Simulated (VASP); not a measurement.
Set up this calculation in VASP 6.6.1, as the native input.

- Task: single point
- Functional: PBE
- Potentials or basis: VASP PAW PBE potentials, release 64 (S, Au)
- Cutoff: 500 eV
- k mesh: 3 × 3 × 2
- Occupations: gaussian, width 0.15 eV
- Spin: no spin polarisation
- Dipole correction: no
- Further INCAR settings: ALGO = Normal; EDIFF = 1e-06; NBANDS = 28

The structure of Au2S3 lies in POSCAR:

```
Au2S3
1.0
    2.3315176171     -2.3321282252      0.0000000000
    2.3315176171      2.3321282252      0.0000000000
    0.0000000000      0.0000000000     12.1741506166
S Au
3 2
Direct
    0.0000000000      0.0000000000      0.8111811996
    0.0000000000      0.0000000000      0.1888188004
    0.5000000000      0.5000000000      0.5000000000
    0.0000000000      0.0000000000      0.0000000000
    0.0000000000      0.0000000000      0.5000000000
```

The cell was built from a structure type or drawn by symmetry, and may not be a known phase.

The input as run:

INCAR

```
PREC     = Accurate       # precision mode
ENCUT    = 500            # plane-wave cutoff, eV
EDIFF    = 1E-6           # SCF threshold, eV
ISMEAR   = 0              # smearing method
SIGMA    = 0.15           # smearing width, eV
LREAL    = False          # projectors in reciprocal space
LASPH    = True           # aspherical terms in the spheres
NELM     = 120            # most SCF steps
ALGO     = Normal         # electronic algorithm
ISIF     = 2              # what is computed and relaxed
LWAVE    = False          # write WAVECAR
LCHARG   = True           # write CHGCAR
GGA      = PE             # functional
LELF     = True           # ELF
LVHAR    = True         
NBANDS   = 28             # bands
GGA_COMPAT= False
```

KPOINTS

```
regular mesh
0
Gamma
  3 3 2
```

Potentials or basis: VASP PAW PBE potentials, release 64 (S, Au).

The run is started by

```sh
$ cat potpaw_PBE.64/S/POTCAR potpaw_PBE.64/Au/POTCAR > POTCAR
$ mpirun -np 1 vasp_std > vasp.out
```

Results of the run:

```yaml
Pressure: -0.1 GPa
Largest_force: 0.037 eV/Å
Band_gap_on_the_k_mesh: zero (bands 20 and 21 overlap by 1.23 eV)
```

Caveat: the k points lie up to 0.64 Å⁻¹ apart, too coarse for converged energies and pressures of a metal; spin-orbit coupling is left out, which moves the levels of the heavy elements.

Run time: 26 s on 1 thread of Intel(R) Xeon(R) Platinum 8488C (Sapphire Rapids), on a shared host, peak memory 0.22 GiB.
